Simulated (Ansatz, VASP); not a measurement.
ZnO: VASP beside Ansatz

```
Zn O
1.0
     3.25152    0.00000    0.00000
    -1.62576    2.81590    0.00000
     0.00000    0.00000    5.18478
Zn O
2 2
Cartesian
  0.0000 1.8773 -0.0187
  1.6258 0.9386 2.5737
  0.0000 1.8773 1.9630
  1.6258 0.9386 4.5554
```

Change from the starting cell: epitaxial_xy strain +0.5%.

Alike in both runs: task single point; functional PBE; k mesh 12 × 12 × 6; occupations fermi-dirac, width 0.02 eV; no spin polarisation.

|  | VASP | Ansatz |
| --- | --- | --- |
| version | VASP 6.6.1 | Ansatz 0.2.0 |
| potentials or method | VASP PAW PBE potentials, release 64 (Zn, O) | plane waves, PAW |
| plane-wave cutoff (eV) | 520 | 420 |
| valence electrons in the cell | 36 | 36 |

|  | VASP | Ansatz | Ansatz less VASP |
| --- | --- | --- | --- |
| gap on the k mesh at the Fermi level (eV) | 0.80 | 0.81 | +0.015 |
| pressure (GPa) | 6.4 | 5.3 | -1.08 |
| traceless stress, the component that is largest in VASP (GPa) | 0.81 | 0.82 | +0.010 |
| rms of the force components (eV/Å) | 0.004 | 0.002 | -0.0014 |

Atom by atom the forces differ by 0.001 eV/Å (rms over components).
